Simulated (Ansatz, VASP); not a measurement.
**Hf5H in VASP and in Ansatz**

```xyz
6
Lattice="4.9564 0.0000 0.0000 -2.4782 4.2924 0.0000 0.0000 0.0000 21.1328" Properties=species:S:1:pos:R:3 pbc="T T T"
Hf    2.4782    1.4308    4.0000
Hf    0.0000    2.8616    5.0117
Hf    0.0000    0.0000    5.8398
Hf    2.4782    1.4308    6.6870
Hf    0.0000    2.8616    7.8328
H    -0.5507    3.8155   10.3328
```

Alike in both runs: task single point; functional PBE; dispersion D3(BJ); k mesh 6 × 6 × 1; occupations gaussian, width 0.1 eV; no spin polarisation.

```csv
,VASP,Ansatz
version,VASP 6.6.1,Ansatz 0.2.0
potentials or method,"VASP PAW PBE potentials, release 64 (Hf_pv, H), cutoff 520 eV","scalar-relativistic, plane waves, PAW"
valence electrons in the cell,51,131
```

```tsv
	VASP	Ansatz	Ansatz less VASP
gap on the k mesh at the Fermi level (eV)	none	none	-
rms of the force components (eV/Å)	0.708	0.721	+0.0130
work function, face that differs most (eV)	3.35	3.35	0.000
```

Atom by atom the forces differ by 0.033 eV/Å (rms over components). A gap of «none» marks a metal or a gap that the smearing closes. VASP's potentials hold 51 valence electrons a cell and Ansatz's 131, so a difference there can come from the potentials and not from the codes.

Spin-orbit coupling is off throughout.
